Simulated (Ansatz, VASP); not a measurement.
# CsSnI3: VASP beside Ansatz

Contents of POSCAR:

```
CsSnI3
1.0
    6.2414907048      0.0000000000      0.0000000000
    0.0000000000      6.2414907048      0.0000000000
    0.0000000000      0.0000000000      6.3663205189
Cs Sn I
1 1 3
Direct
    0.0000000000      0.0000000000      0.0000000000
    0.5000000000      0.5000000000      0.5000000000
    0.5000000000      0.5000000000      0.0000000000
    0.5000000000      0.0000000000      0.5000000000
    0.0000000000      0.5000000000      0.5000000000
```

Contents of INCAR.step1:

```
ALGO = Normal
EDIFF = 1E-4
ENCUT = 520
GGA = PE
ISMEAR = 0
LASPH = T
LCHARG = F
LREAL = F
LWAVE = T
NBANDS = 30
NELM = 100
PREC = Accurate
SIGMA = 0.01
```

Contents of INCAR.step2:

```
ALGO = Normal
EDIFF = 1E-7
ENCUT = 520
ISIF = 2
ISMEAR = 0
ISTART = 1
LASPH = T
LCHARG = T
LELF = T
LMIXTAU = T
LREAL = F
LVHAR = T
LWAVE = F
METAGGA = R2SCAN
NBANDS = 30
NELM = 100
PREC = Accurate
SIGMA = 0.01
```

File KPOINTS:

```
k-points
0
Gamma
  4 4 4
```

Input for Ansatz:

```yaml
crystal:
  lattice:
    - [6.2414907048, 0.0, 0.0]
    - [0.0, 6.2414907048, 0.0]
    - [0.0, 0.0, 6.3663205189]
  atoms:
    - { symbol: Cs, position: [0.0, 0.0, 0.0] }
    - { symbol: Sn, position: [0.5, 0.5, 0.5] }
    - { symbol: I, position: [0.5, 0.5, 0.0] }
    - { symbol: I, position: [0.5, 0.0, 0.5] }
    - { symbol: I, position: [0.0, 0.5, 0.5] }
kpoints:
  mp_grid: { grid: [4, 4, 4] }
  band_path:
    path: [[0.0, 0.0, 0.0], [0.0, 0.5, 0.0], [0.5, 0.5, 0.0], [0.5, 0.5, 0.5]]
    npoints: 1
hamiltonian:
  xc: r2scan
scf:
  occupations: { method: fixed }
  n_extra_bands: 5
output:
  forces: true
  stress: true
  eigenvalues: true
```

Change from the starting cell: uniaxial_z strain +2.0%.

Alike in both runs: task single point; functional r2SCAN; k mesh 4 × 4 × 4; no spin polarisation.

```csv
,VASP,Ansatz
version,VASP 6.6.1,Ansatz 0.2.0
potentials or method,"VASP PAW PBE potentials, release 64 (Cs_sv, Sn_d, I)","plane waves, PAW"
plane-wave cutoff (eV),520,500
occupations,"gaussian, width 0.01 eV",fixed
valence electrons in the cell,44,74
```

|  | VASP | Ansatz | Ansatz less VASP |
| --- | --- | --- | --- |
| gap on the k mesh at the Fermi level (eV) | 0.50 | 0.51 | +0.001 |
| pressure (GPa) | -0.3 | -0.3 | 0.00 |
| traceless stress, the component that is largest in VASP (GPa) | -0.43 | -0.43 | 0.000 |

VASP's potentials were made for PBE, not for r2SCAN. VASP's potentials hold 44 valence electrons a cell and Ansatz's 74, so a difference there can come from the potentials and not from the codes.

Neither program's run includes spin-orbit coupling.
